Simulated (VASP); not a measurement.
# BiB (F-43m) in VASP: a series of runs, part 3 of 3

VASP 6.6.1. The steps go on from the part before.

## 5. Single point, PBE-based screened hybrid

POSCAR

```
BiB
1.0
    0.0000000000      2.7448744688      2.7448744688
    2.7448744688      0.0000000000      2.7448744688
    2.7448744688      2.7448744688      0.0000000000
B Bi
1 1
Direct
    0.0000000000      0.0000000000      0.0000000000
    0.2500000000      0.2500000000      0.2500000000
```

INCAR.step1

```
PREC = Accurate
ENCUT = 520
EDIFF = 1E-5
ISMEAR = 0
SIGMA = 0.01
LREAL = F
LASPH = T
NELM = 60
ALGO = Normal
ISIF = 2
LWAVE = T
LCHARG = F
NBANDS = 16
GGA = PE
```

INCAR.step2

```
PREC = Accurate
ENCUT = 520
EDIFF = 1E-6
ISMEAR = 0
SIGMA = 0.01
LREAL = F
LASPH = T
NELM = 60
ALGO = Normal
ISIF = 2
LWAVE = F
LCHARG = F
GGA = PE
LHFCALC = T
AEXX = 0.15
HFSCREEN = 0.2078
PRECFOCK = Normal
NBANDS = 16
ISTART = 1
```

KPOINTS

```
Automatic mesh
0
Gamma
  4 4 4
```

Potentials or basis: VASP PAW PBE potentials, release 64 (B, Bi_d).

On the command line:

```console
cat potpaw_PBE.64/B/POTCAR potpaw_PBE.64/Bi_d/POTCAR > POTCAR
cp INCAR.step1 INCAR
mpirun -np 1 vasp_std > vasp.out
cp INCAR.step2 INCAR
mpirun -np 1 vasp_std > vasp.out
```

OUTCAR:

```text
PREC = Accurate
   ENCUT = 520
   EDIFF = 1E-6
   ISMEAR = 0
   LREAL = F
   LASPH = T
   NELM = 60
   ISIF = 2
   GGA = PE
   LHFCALC = T
   AEXX = 0.15
   HFSCREEN = 0.2078
   PRECFOCK = Normal
   ISTART = 1

 ion  position               nearest neighbor table
   1  0.000  0.000  0.000-   2 2.38   2 2.38   2 2.38   2 2.38
   2  0.250  0.250  0.250-   1 2.38   1 2.38   1 2.38   1 2.38

  LATTYP: Found a face centered cubic cell.
 ALAT       =     5.4897489376

  Lattice vectors:

 A1 = (   0.0000000000,   2.7448744688,   2.7448744688)
 A2 = (   2.7448744688,   0.0000000000,   2.7448744688)
 A3 = (   2.7448744688,   2.7448744688,   0.0000000000)

Analysis of symmetry for initial positions (statically):
=====================================================================
 Subroutine PRICEL returns:
 Original cell was already a primitive cell.

 Routine SETGRP: Setting up the symmetry group for a
 face centered cubic supercell.

 Subroutine GETGRP returns: Found 24 space group operations
 (whereof 24 operations were pure point group operations)
 out of a pool of 48 trial point group operations.

The static configuration has the point symmetry T_d .

Analysis of symmetry for dynamics (positions and initial velocities):
=====================================================================
 Subroutine PRICEL returns:
 Original cell was already a primitive cell.

 Routine SETGRP: Setting up the symmetry group for a
 face centered cubic supercell.

 Subroutine GETGRP returns: Found 24 space group operations
 (whereof 24 operations were pure point group operations)
 out of a pool of 48 trial point group operations.

The dynamic configuration has the point symmetry T_d .

 Subroutine INISYM returns: Found 24 space group operations
 (whereof 24 operations are pure point group operations),
 and found     1 'primitive' translations

----------------------------------------------------------------------------------------

                                     Primitive cell

  volume of cell :      41.3616

  direct lattice vectors                    reciprocal lattice vectors
     0.000000000  2.744874469  2.744874469    -0.182157693  0.182157693  0.182157693
     2.744874469  0.000000000  2.744874469     0.182157693 -0.182157693  0.182157693
     2.744874469  2.744874469  0.000000000     0.182157693  0.182157693 -0.182157693

  length of vectors
     3.881838701  3.881838701  3.881838701     0.315506379  0.315506379  0.315506379

  position of ions in fractional coordinates (direct lattice)
     0.000000000  0.000000000  0.000000000
     0.250000000  0.250000000  0.250000000

  ion indices of the primitive-cell ions
   primitive index   ion index
                 1           1
                 2           2

----------------------------------------------------------------------------------------

 KPOINTS: Automatic mesh

Automatic generation of k-mesh.
[... 24 lines left out ...]
  0.250000  0.000000  0.000000      8.000000
  0.500000  0.000000  0.000000      4.000000
  0.250000  0.250000  0.000000      6.000000
  0.500000  0.250000  0.000000     24.000000
 -0.250000  0.250000  0.000000     12.000000
  0.500000  0.500000  0.000000      3.000000
 -0.250000  0.500000  0.250000      6.000000
   k-points           NKPTS =      8   k-points in BZ     NKDIM =     64   number of bands    NBANDS=     16
   number of dos      NEDOS =    301   number of ions     NIONS =      2
   total plane-waves  NPLWV =  27000
   dimension x,y,z NGX =    30 NGY =   30 NGZ =   30
   dimension x,y,z NGXF=    60 NGYF=   60 NGZF=   60
   ions per type =               1   1
   NGX,Y,Z   is equivalent  to a cutoff of  12.85, 12.85, 12.85 a.u.
   NGXF,Y,Z  is equivalent  to a cutoff of  25.70, 25.70, 25.70 a.u.
 SYSTEM =  unknown system
   PREC   = accura    normal or accurate (medium, high low for compatibility)
   ISTART =      1    job   : 0-new  1-cont  2-samecut
   ICHARG =      0    charge: 1-file 2-atom 10-const
   ISPIN  =      1    spin polarized calculation?
   LNONCOLLINEAR =      F non collinear calculations
   LSORBIT =      F    spin-orbit coupling
   LASPH  =      T    aspherical Exc in radial PAW
   ENCUT  =  520.0 eV  38.22 Ry    6.18 a.u.   7.22  7.22  7.22*2*pi/ulx,y,z
   NELM   =     60;   NELMIN=  2; NELMDL=  0     # of ELM steps
   EDIFF  = 0.1E-05   stopping-criterion for ELM
   LREAL  =      F    real-space projection
   EDIFFG = 0.1E-04   stopping-criterion for IOM
   NSW    =      0    number of steps for IOM
   IBRION =     -1    ionic relax: 0-MD 1-quasi-New 2-CG
   NFREE  =      0    steps in history (QN), initial steepest desc. (CG)
   ISIF   =      2    stress and relaxation
   ISYM   =      3    0-nonsym 1-usesym 2-fastsym
   POTIM  = 0.5000    time-step for ionic-motion
   TEBEG  =    0.0;   TEEND  =   0.0 temperature during run
   PSTRESS=    0.0 pullay stress
   NELECT =      18.0000    total number of electrons
   NUPDOWN=      -1.0000    fix difference up-down
   EMIN   =  10.00;   EMAX   =-10.00  energy-range for DOS
   EFERMI =   0.00;   METHOD = LEGACY
   ISMEAR =     0;   SIGMA  =   0.01  broadening in eV -4-tet -1-fermi 0-gaus
   EFERMI_NEDOS =   21; number of points for ismear=-14 and -15
   IALGO  =     38    algorithm
   IMIX   =      1    mixing-type and parameters
     AMIX     =   0.40;   BMIX     =  1.00
     AMIX_MAG =   1.60;   BMIX_MAG =  1.00
  volume/ion in A,a.u.               =      20.68       139.56
  Fermi-wavevector in a.u.,A,eV,Ry     =   1.240604  2.344402 20.940704  1.539098
  Thomas-Fermi vector in A             =   2.375038
   LORBIT       =      0    0 simple, 1 ext, 2 COOP (PROOUT), +10 PAW based schemes
   GGA     = PE    functional components
   LHFCALC =     T    Hartree Fock is set to
   PRECFOCK=normal    Normal, Fast or Accurate (Low or Medium for compatibility)
   ENCUT4O =  -1.0   cutoff for four orbital integrals eV
   NKREDX  =     1    reduce k-point grid by
   NKREDY  =     1    reduce k-point grid by
   NKREDZ  =     1    reduce k-point grid by
   AEXX    =    0.1500 exact exchange contribution
   HFSCREEN=    0.2078 screening length (either q_TF or 0.3 A-1)
   HFSCREENC=   0.2078 screening length for correlation (either q_TF or 0.3 A-1)
   ENCUTFOCK=  -1.0 apply spherical cutoff to Coloumb kernel
   IVDW    =     0    specifies the selected vdW correction
   LEPSILON=     F    determine dielectric tensor
   LRPA    =     F    only Hartree local field effects (RPA)
 non-spin polarized calculation
 Gauss-broadening in eV      SIGMA  =   0.01
  energy-cutoff  :      520.00
  volume of cell :       41.36
 maximum number of plane-waves:      1139
 NGX is ok and might be reduce to    30
  NGX = 24; NGY = 24; NGZ = 24

 number of electron      17.9999997 magnetization

 Free energy of the ion-electron system (eV)
  ---------------------------------------------------
  ext. energy  EPLUGINS =         0.00000000
  ---------------------------------------------------
  free energy    TOTEN  =        -9.63771474 eV

  energy without entropy =       -9.63771474  energy(sigma->0) =       -9.63771474

 E-fermi :   7.0479     XC(G=0):  -8.9833

 val. band max:        6.9930387616   @ k =   0.0000   0.0000   0.0000
 cond. band min:       7.6851848842   @ k =   0.0000   0.0000   0.0000
 fundamental gap:      0.6921461226
 Fermi energy:         7.0479257740

 k-point     1 :       0.0000    0.0000    0.0000
  band No.  band energies     occupation
      1     -17.3036      2.00000
      2     -17.3036      2.00000
      3     -17.3036      2.00000
      4     -17.2145      2.00000
      5     -17.2145      2.00000
      6      -7.9725      2.00000
[... 129 lines left out ...]
      3     -17.2375      2.00000
      4     -17.2121      2.00000
      5     -17.1995      2.00000
      6      -4.6594      2.00000
[... 8 lines left out ...]
     15      19.4731      0.00000
     16      20.7988      0.00000

------------------------ aborting loop because EDIFF is reached ----------------------------------------

  FORCE on cell =-STRESS in cart. coord.  units (eV):
  Direction    XX          YY          ZZ          XY          YZ          ZX
  --------------------------------------------------------------------------------------
  -------------------------------------------------------------------------------------
  Total       -0.2089570     -0.2089570     -0.2089570      0.0000000      0.0000000      0.0000000
  in kB       -8.0941266     -8.0941266     -8.0941266      0.0000000      0.0000000      0.0000000
  external PRESSURE =      -8.0941266 kB  Pullay stress =       0.0000000 kB

 VOLUME and BASIS-vectors are now :
 -----------------------------------------------------------------------------
  energy-cutoff  :      520.00
  volume of cell :       41.36
      direct lattice vectors                 reciprocal lattice vectors
     0.000000000  2.744874469  2.744874469    -0.182157693  0.182157693  0.182157693
     2.744874469  0.000000000  2.744874469     0.182157693 -0.182157693  0.182157693
     2.744874469  2.744874469  0.000000000     0.182157693  0.182157693 -0.182157693

 POSITION                                       TOTAL-FORCE (eV/Angst)
 -----------------------------------------------------------------------------------
      0.00000      0.00000      0.00000         0.000000      0.000000      0.000000
      1.37244      1.37244      1.37244        -0.000000     -0.000000     -0.000000
 -----------------------------------------------------------------------------------
    total drift:                                0.000006      0.000011      0.000005

  FREE ENERGIE OF THE ION-ELECTRON SYSTEM (eV)
  ---------------------------------------------------
  free  energy   TOTEN  =        -9.6377147425 eV

  energy  without entropy=       -9.6377147425  energy(sigma->0) =       -9.63771474
```

OSZICAR.step1:

```text
N       E                     dE             d eps       ncg     rms          rms(c)
DAV:   1     0.139212304907E+03    0.13921E+03   -0.10046E+04   256   0.137E+03
DAV:   2    -0.406087977572E+00   -0.13962E+03   -0.13565E+03   272   0.356E+02
DAV:   3    -0.934922284226E+01   -0.89431E+01   -0.89157E+01   344   0.878E+01
DAV:   4    -0.953482087113E+01   -0.18560E+00   -0.18557E+00   312   0.137E+01
DAV:   5    -0.954209937524E+01   -0.72785E-02   -0.72784E-02   352   0.264E+00    0.396E+00
DAV:   6    -0.879767772288E+01    0.74442E+00   -0.15177E+00   336   0.848E+00    0.148E+00
DAV:   7    -0.877857738491E+01    0.19100E-01   -0.18502E-01   280   0.213E+00    0.789E-01
DAV:   8    -0.877793128720E+01    0.64610E-03   -0.24675E-02   352   0.155E+00    0.116E-01
DAV:   9    -0.877787760220E+01    0.53685E-04   -0.30762E-03   320   0.619E-01    0.576E-02
DAV:  10    -0.877802804995E+01   -0.15045E-03   -0.36089E-04   312   0.165E-01    0.277E-02
DAV:  11    -0.877807288943E+01   -0.44839E-04   -0.91784E-05   264   0.910E-02    0.816E-03
DAV:  12    -0.877807292916E+01   -0.39738E-07   -0.47536E-06   280   0.159E-02
   1 F= -.87780729E+01 E0= -.87780729E+01  d E =-.962382E-14
```

Wall time 4.3 min (1 thread of AMD EPYC 9R45 (Zen 5), shared host); peak memory 0.24 GiB.

What came out:

| Item | Value |
| --- | --- |
| Free energy | -9.6377 eV |
| Pressure | -0.8 GPa |
| Band gap on the k mesh | 0.69 eV, direct |

Levels at points of the mesh, in eV from the valence-band top:
| k point | band 6 | band 7 | band 8 | band 9 | band 10 | band 11 | band 12 | band 13 |
| --- | --- | --- | --- | --- | --- | --- | --- | --- |
| (0.00, 0.00, 0.00) | -14.97 | 0.00 | 0.00 | 0.00 | 0.69 | 3.17 | 3.17 | 3.17 |
| (0.50, 0.00, 0.00) | -12.73 | -8.20 | -1.70 | -1.70 | 0.75 | 4.59 | 4.59 | 6.56 |
| (0.50, 0.50, 0.00) | -11.70 | -8.39 | -3.68 | -3.68 | 1.15 | 1.29 | 9.07 | 9.41 |

Caveat: the k points lie up to 0.50 Å⁻¹ apart; the PAW data sets were made with another functional, which shifts forces and pressure a little; spin-orbit coupling is left out, which moves the levels of the heavy elements. A k mesh can miss the band edges.

## 6. Single point, HSE06

POSCAR is that of step 5.

INCAR.step1

```
  ALGO = Normal
  EDIFF = 1E-5
  ENCUT = 520
  GGA = PE
  ISIF = 2
  ISMEAR = 0
  LASPH = T
  LCHARG = F
  LREAL = F
  LWAVE = T
  NBANDS = 16
  NELM = 80
  PREC = Accurate
  SIGMA = 0.2
```

INCAR.step2

```
  ALGO = Normal
  EDIFF = 1E-7
  ENCUT = 520
  GGA = PE
  HFSCREEN = 0.2079
  ISIF = 2
  ISMEAR = 0
  ISTART = 1
  LASPH = T
  LCHARG = F
  LHFCALC = T
  LREAL = F
  LWAVE = F
  NBANDS = 16
  NELM = 80
  PREC = Accurate
  PRECFOCK = Normal
  SIGMA = 0.2
```

KPOINTS

```
k-points
0
Gamma
  4 4 4
```

Potentials or basis: VASP PAW PBE potentials, release 64 (B, Bi_d).

On the command line:

```console
cat potpaw_PBE.64/B/POTCAR potpaw_PBE.64/Bi_d/POTCAR > POTCAR
cp INCAR.step1 INCAR
mpirun -np 1 vasp_std > vasp.out
cp INCAR.step2 INCAR
mpirun -np 1 vasp_std > vasp.out
```

OUTCAR:

```text
EDIFF = 1E-7
   ENCUT = 520
   GGA = PE
   HFSCREEN = 0.2079
   ISIF = 2
   ISMEAR = 0
   ISTART = 1
   LASPH = T
   LHFCALC = T
   LREAL = F
   NELM = 80
   PREC = Accurate
   PRECFOCK = Normal

 ion  position               nearest neighbor table
   1  0.000  0.000  0.000-   2 2.38   2 2.38   2 2.38   2 2.38
   2  0.250  0.250  0.250-   1 2.38   1 2.38   1 2.38   1 2.38

[... 331 lines left out ...]
     15      19.7813      0.00000
     16      21.1433      0.00000

------------------------ aborting loop because EDIFF is reached ----------------------------------------

  FORCE on cell =-STRESS in cart. coord.  units (eV):
  Direction    XX          YY          ZZ          XY          YZ          ZX
  --------------------------------------------------------------------------------------
  -------------------------------------------------------------------------------------
  Total       -0.4951100     -0.4951100     -0.4951100      0.0000000      0.0000000      0.0000000
  in kB      -19.1785085    -19.1785085    -19.1785085      0.0000000      0.0000000      0.0000000
  external PRESSURE =     -19.1785085 kB  Pullay stress =       0.0000000 kB

 VOLUME and BASIS-vectors are now :
 -----------------------------------------------------------------------------
  energy-cutoff  :      520.00
  volume of cell :       41.36
      direct lattice vectors                 reciprocal lattice vectors
     0.000000000  2.744874469  2.744874469    -0.182157693  0.182157693  0.182157693
     2.744874469  0.000000000  2.744874469     0.182157693 -0.182157693  0.182157693
     2.744874469  2.744874469  0.000000000     0.182157693  0.182157693 -0.182157693

 POSITION                                       TOTAL-FORCE (eV/Angst)
 -----------------------------------------------------------------------------------
      0.00000      0.00000      0.00000         0.000000      0.000000     -0.000000
      1.37244      1.37244      1.37244        -0.000000     -0.000000      0.000000
 -----------------------------------------------------------------------------------
    total drift:                                0.000004      0.000004      0.000002

  FREE ENERGIE OF THE ION-ELECTRON SYSTEM (eV)
  ---------------------------------------------------
  free  energy   TOTEN  =       -10.2322394696 eV

  energy  without entropy=      -10.2322115758  energy(sigma->0) =      -10.23222552
```

OSZICAR.step1:

```text
N       E                     dE             d eps       ncg     rms          rms(c)
DAV:   1     0.139206798627E+03    0.13921E+03   -0.10046E+04   256   0.137E+03
DAV:   2    -0.406191970136E+00   -0.13961E+03   -0.13564E+03   272   0.356E+02
DAV:   3    -0.935004056247E+01   -0.89438E+01   -0.89156E+01   344   0.878E+01
DAV:   4    -0.953562503776E+01   -0.18558E+00   -0.18555E+00   312   0.137E+01
DAV:   5    -0.954290512276E+01   -0.72801E-02   -0.72800E-02   352   0.264E+00    0.396E+00
DAV:   6    -0.879931387412E+01    0.74359E+00   -0.15146E+00   336   0.847E+00    0.147E+00
DAV:   7    -0.878023635051E+01    0.19078E-01   -0.18509E-01   280   0.213E+00    0.783E-01
DAV:   8    -0.877956613467E+01    0.67022E-03   -0.24461E-02   352   0.155E+00    0.116E-01
DAV:   9    -0.877950980535E+01    0.56329E-04   -0.30769E-03   320   0.618E-01    0.573E-02
DAV:  10    -0.877965559824E+01   -0.14579E-03   -0.36337E-04   320   0.165E-01    0.278E-02
DAV:  11    -0.877969996254E+01   -0.44364E-04   -0.92557E-05   272   0.933E-02    0.813E-03
DAV:  12    -0.877969970806E+01    0.25448E-06   -0.47306E-06   280   0.166E-02
   1 F= -.87796997E+01 E0= -.87769000E+01  d E =-.559934E-02
```

It took 6.5 min on 1 thread of AMD EPYC 9R45 (Zen 5), shared host; peak memory 0.24 GiB.

Results:

```yaml
Free_energy: -10.2322 eV
Pressure: -1.9 GPa
Band_gap_on_the_k_mesh: 0.99 eV, direct
```

Caveat: the k points lie up to 0.50 Å⁻¹ apart; the PAW data sets were made with another functional, which shifts forces and pressure a little; spin-orbit coupling is left out, which moves the levels of the heavy elements.

## 7. Summary

```tsv
level	smearing	share of exact exchange	screening parameter	gap on the mesh (eV)	pressure (GPa)
PBE-based screened hybrid	gaussian 0.01 eV	0.15	0.3 1/Å	0.59	-0.6
PBE-based screened hybrid	gaussian 0.01 eV	0.4	0.2078 1/Å	1.39	-3.6
PBE-based screened hybrid	gaussian 0.01 eV	0.5	0.5 1/Å	0.88	-2.4
PBE-based screened hybrid	gaussian 0.01 eV	0.15	0.2078 1/Å	0.69	-0.8
HSE06	gaussian 0.2 eV	-	0.2079 1/Å	0.99	-1.9
```

Alike in all rows: task single point; potentials or basis VASP PAW PBE potentials, release 64 (B, Bi_d); no spin polarisation; cell as given; k mesh 4 × 4 × 4; cutoff (eV) 520.

Caveats: all runs use coarse meshes; the PAW data sets were made with another functional, which shifts forces and pressure a little; spin-orbit coupling is left out, which moves the levels of the heavy elements.

Total energies depend on the potentials used, so only differences within one code and one set of settings carry meaning.
